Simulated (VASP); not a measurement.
# ZnS (Fm-3m) in VASP: further runs, part 2 of 3

VASP 6.6.1.

### Step 3. Single point, PBE (16.92 Å³/atom)

This run uses another cell than the first one, of 16.92 Å³/atom.

INCAR reads:

```
PREC = Accurate
ENCUT = 520
EDIFF = 1E-7
ISMEAR = 0
SIGMA = 0.05
LREAL = False
LASPH = True
NELM = 100
ALGO = Normal
ISIF = 2
LWAVE = False
LCHARG = True
GGA = PE
LELF = True
LVHAR = True
NBANDS = 16
```

KPOINTS reads:

```
regular mesh
0
Gamma
  6 6 6
```

POSCAR reads:

```
ZnS
1.0
    0.0000000000      2.5671899761      2.5671899761
    2.5671899761      0.0000000000      2.5671899761
    2.5671899761      2.5671899761      0.0000000000
S Zn
1 1
Direct
    0.0000000000      0.0000000000      0.0000000000
    0.5000000000      0.5000000000      0.5000000000
```

Potentials or basis: VASP PAW PBE potentials, release 64 (S, Zn).

Command:

```bash
> cat potpaw_PBE.64/S/POTCAR potpaw_PBE.64/Zn/POTCAR > POTCAR
> mpirun -np 1 vasp_std > vasp.out
```

OUTCAR:

```text
PREC = Accurate
   ENCUT = 520
   EDIFF = 1E-7
   ISMEAR = 0
   LREAL = False
   LASPH = True
   NELM = 100
   ISIF = 2
   GGA = PE

 ion  position               nearest neighbor table
   1  0.000  0.000  0.000-   2 2.57   2 2.57   2 2.57   2 2.57   2 2.57   2 2.57
   2  0.500  0.500  0.500-   1 2.57   1 2.57   1 2.57   1 2.57   1 2.57   1 2.57

  LATTYP: Found a face centered cubic cell.
 ALAT       =     5.1343799522

  Lattice vectors:

 A1 = (   0.0000000000,   2.5671899761,   2.5671899761)
 A2 = (   2.5671899761,   0.0000000000,   2.5671899761)
 A3 = (   2.5671899761,   2.5671899761,   0.0000000000)

Analysis of symmetry for initial positions (statically):
=====================================================================
 Subroutine PRICEL returns:
 Original cell was already a primitive cell.

 Routine SETGRP: Setting up the symmetry group for a
 face centered cubic supercell.

 Subroutine GETGRP returns: Found 48 space group operations
 (whereof 48 operations were pure point group operations)
 out of a pool of 48 trial point group operations.

The static configuration has the point symmetry O_h .

Analysis of symmetry for dynamics (positions and initial velocities):
=====================================================================
 Subroutine PRICEL returns:
 Original cell was already a primitive cell.

 Routine SETGRP: Setting up the symmetry group for a
 face centered cubic supercell.

 Subroutine GETGRP returns: Found 48 space group operations
 (whereof 48 operations were pure point group operations)
 out of a pool of 48 trial point group operations.

The dynamic configuration has the point symmetry O_h .

 Subroutine INISYM returns: Found 48 space group operations
 (whereof 48 operations are pure point group operations),
 and found     1 'primitive' translations

----------------------------------------------------------------------------------------

                                     Primitive cell

  volume of cell :      33.8379

  direct lattice vectors                    reciprocal lattice vectors
     0.000000000  2.567189976  2.567189976    -0.194765485  0.194765485  0.194765485
     2.567189976  0.000000000  2.567189976     0.194765485 -0.194765485  0.194765485
     2.567189976  2.567189976  0.000000000     0.194765485  0.194765485 -0.194765485

  length of vectors
     3.630554881  3.630554881  3.630554881     0.337343715  0.337343715  0.337343715

  position of ions in fractional coordinates (direct lattice)
     0.000000000  0.000000000  0.000000000
     0.500000000  0.500000000  0.500000000

  ion indices of the primitive-cell ions
   primitive index   ion index
                 1           1
                 2           2

----------------------------------------------------------------------------------------

 KPOINTS: regular mesh

Automatic generation of k-mesh.
 Grid dimensions read from file:
 generate k-points for:    6    6    6

 Generating k-lattice:

  Cartesian coordinates                     Fractional coordinates (reciprocal lattice)
    -0.032460914  0.032460914  0.032460914     0.166666667  0.000000000  0.000000000
     0.032460914 -0.032460914  0.032460914     0.000000000  0.166666667  0.000000000
     0.032460914  0.032460914 -0.032460914     0.000000000  0.000000000  0.166666667

  Length of vectors
     0.056223953  0.056223953  0.056223953

  Shift w.r.t. Gamma in fractional coordinates (k-lattice)
     0.000000000  0.000000000  0.000000000

 Subroutine IBZKPT returns following result:
 ===========================================

 Found     16 irreducible k-points:

 Following reciprocal coordinates:
            Coordinates               Weight
  0.000000  0.000000  0.000000      1.000000
  0.166667  0.000000  0.000000      8.000000
  0.333333  0.000000  0.000000      8.000000
  0.500000  0.000000  0.000000      4.000000
  0.166667  0.166667  0.000000      6.000000
  0.333333  0.166667  0.000000     24.000000
[... 8 lines left out ...]
 -0.333333  0.333333  0.166667     24.000000
 -0.333333  0.500000  0.166667     12.000000
   k-points           NKPTS =     16   k-points in BZ     NKDIM =     16   number of bands    NBANDS=     16
   number of dos      NEDOS =    301   number of ions     NIONS =      2
   total plane-waves  NPLWV =  21952
   dimension x,y,z NGX =    28 NGY =   28 NGZ =   28
   dimension x,y,z NGXF=    56 NGYF=   56 NGZF=   56
   ions per type =               1   1
   NGX,Y,Z   is equivalent  to a cutoff of  12.82, 12.82, 12.82 a.u.
   NGXF,Y,Z  is equivalent  to a cutoff of  25.64, 25.64, 25.64 a.u.
 SYSTEM =  unknown system
   PREC   = accura    normal or accurate (medium, high low for compatibility)
   ISTART =      0    job   : 0-new  1-cont  2-samecut
   ICHARG =      2    charge: 1-file 2-atom 10-const
   ISPIN  =      1    spin polarized calculation?
   LNONCOLLINEAR =      F non collinear calculations
   LSORBIT =      F    spin-orbit coupling
   LASPH  =      T    aspherical Exc in radial PAW
   ENCUT  =  520.0 eV  38.22 Ry    6.18 a.u.   6.75  6.75  6.75*2*pi/ulx,y,z
   NELM   =    100;   NELMIN=  2; NELMDL= -5     # of ELM steps
   EDIFF  = 0.1E-06   stopping-criterion for ELM
   LREAL  =      F    real-space projection
   EDIFFG = 0.1E-05   stopping-criterion for IOM
   NSW    =      0    number of steps for IOM
   IBRION =     -1    ionic relax: 0-MD 1-quasi-New 2-CG
   NFREE  =      0    steps in history (QN), initial steepest desc. (CG)
   ISIF   =      2    stress and relaxation
   ISYM   =      2    0-nonsym 1-usesym 2-fastsym
   POTIM  = 0.5000    time-step for ionic-motion
   TEBEG  =    0.0;   TEEND  =   0.0 temperature during run
   PSTRESS=    0.0 pullay stress
   NELECT =      18.0000    total number of electrons
   NUPDOWN=      -1.0000    fix difference up-down
   EMIN   =  10.00;   EMAX   =-10.00  energy-range for DOS
   EFERMI =   0.00;   METHOD = LEGACY
   ISMEAR =     0;   SIGMA  =   0.05  broadening in eV -4-tet -1-fermi 0-gaus
   EFERMI_NEDOS =   21; number of points for ismear=-14 and -15
   IALGO  =     38    algorithm
   IMIX   =      4    mixing-type and parameters
     AMIX     =   0.40;   BMIX     =  1.00
     AMIX_MAG =   1.60;   BMIX_MAG =  1.00
  volume/ion in A,a.u.               =      16.92       114.17
  Fermi-wavevector in a.u.,A,eV,Ry     =   1.326471  2.506666 23.939784  1.759524
  Thomas-Fermi vector in A             =   2.455855
   LORBIT       =      0    0 simple, 1 ext, 2 COOP (PROOUT), +10 PAW based schemes
   GGA     = PE    functional components
   LHFCALC =     F    Hartree Fock is set to
   AEXX    =    0.0000 exact exchange contribution
   IVDW    =     0    specifies the selected vdW correction
   LEPSILON=     F    determine dielectric tensor
   LRPA    =     F    only Hartree local field effects (RPA)
 non-spin polarized calculation
 Gauss-broadening in eV      SIGMA  =   0.05
  energy-cutoff  :      520.00
  volume of cell :       33.84
 maximum number of plane-waves:       941
   NGX = 13   NGY = 13   NGZ = 13

 number of electron      17.9999995 magnetization

 Free energy of the ion-electron system (eV)
  ---------------------------------------------------
  ext. energy  EPLUGINS =         0.00000000
  ---------------------------------------------------
  free energy    TOTEN  =        -6.20831344 eV

  energy without entropy =       -6.20705927  energy(sigma->0) =       -6.20768635

 E-fermi :   3.6242     XC(G=0): -10.6975

 val. band max:        3.6002577956   @ k =  -0.1667   0.1667   0.0000
 cond. band min:       4.8112729618   @ k =   0.3333   0.3333   0.0000
 fundamental gap:      1.2110151663
 Fermi energy:         3.6241646610

 k-point     1 :       0.0000    0.0000    0.0000
  band No.  band energies     occupation
      1     -10.0124      2.00000
      2      -2.6003      2.00000
      3      -2.6003      2.00000
      4      -2.5864      2.00000
      5      -2.5864      2.00000
      6      -2.5864      2.00000
[... 8 lines left out ...]
     15      15.0268      0.00000
     16      15.0268      0.00000
[... 267 lines left out ...]
 k-point    16 :      -0.3333    0.5000    0.1667
  band No.  band energies     occupation
      1      -8.1553      2.00000
      2      -2.7222      2.00000
      3      -2.7042      2.00000
      4      -2.5770      2.00000
      5      -2.3866      2.00000
      6      -2.0932      2.00000
[... 8 lines left out ...]
     15      18.4729      0.00000
     16      19.5044      0.00000

------------------------ aborting loop because EDIFF is reached ----------------------------------------

  FORCE on cell =-STRESS in cart. coord.  units (eV):
  Direction    XX          YY          ZZ          XY          YZ          ZX
  --------------------------------------------------------------------------------------
  -------------------------------------------------------------------------------------
  Total       -0.2725483     -0.2725483     -0.2725483     -0.0000000     -0.0000000      0.0000000
  in kB      -12.9047634    -12.9047634    -12.9047634     -0.0000000     -0.0000000      0.0000000
  external PRESSURE =     -12.9047634 kB  Pullay stress =       0.0000000 kB

 VOLUME and BASIS-vectors are now :
 -----------------------------------------------------------------------------
  energy-cutoff  :      520.00
  volume of cell :       33.84
      direct lattice vectors                 reciprocal lattice vectors
     0.000000000  2.567189976  2.567189976    -0.194765485  0.194765485  0.194765485
     2.567189976  0.000000000  2.567189976     0.194765485 -0.194765485  0.194765485
     2.567189976  2.567189976  0.000000000     0.194765485  0.194765485 -0.194765485

 POSITION                                       TOTAL-FORCE (eV/Angst)
 -----------------------------------------------------------------------------------
      0.00000      0.00000      0.00000        -0.000000     -0.000000     -0.000000
      2.56719      2.56719      2.56719         0.000000      0.000000      0.000000
 -----------------------------------------------------------------------------------
    total drift:                                0.000000      0.000000      0.000000

  FREE ENERGIE OF THE ION-ELECTRON SYSTEM (eV)
  ---------------------------------------------------
  free  energy   TOTEN  =        -6.2083134372 eV

  energy  without entropy=       -6.2070592655  energy(sigma->0) =       -6.20768635
```

stdout:

```text
POSCAR found type information on POSCAR S Zn
 POSCAR found :  2 types and       2 ions
 scaLAPACK will be used
 LDA part: xc-table for (Slater+PW92), standard interpolation
 POSCAR, INCAR and KPOINTS ok, starting setup
 FFT: planning ... GRIDC
 FFT: planning ... GRID_SOFT
 FFT: planning ... GRID
 WAVECAR not read
 entering main loop
```

Wall time 8.4 s (1 thread of AMD EPYC 7R13 (Zen 3), shared host); peak memory 0.12 GiB.

Results:

* Free energy: -6.2083 eV
* Pressure: -1.3 GPa
* Band gap on the k mesh: zero (bands 9 and 10 overlap by 0.28 eV)

Levels at points of the mesh, in eV from the Fermi level:
| k point | band 5 | band 6 | band 7 | band 8 | band 9 | band 10 | band 11 | band 12 | band 13 | band 14 |
| --- | --- | --- | --- | --- | --- | --- | --- | --- | --- | --- |
| (0.00, 0.00, 0.00) | -6.21 | -6.21 | -0.57 | -0.57 | -0.57 | 1.65 | 9.06 | 9.06 | 9.06 | 11.40 |
| (0.50, 0.00, 0.00) | -6.06 | -6.06 | -5.28 | -0.11 | -0.11 | 3.86 | 5.60 | 5.60 | 7.19 | 13.23 |
| (0.50, 0.50, 0.00) | -6.01 | -5.62 | -5.03 | -2.42 | -2.42 | -0.30 | 5.49 | 11.56 | 12.10 | 12.10 |

Caveat: semilocal functionals underestimate gaps, so a narrow gap can read as zero.

[end of part 2 of 3]
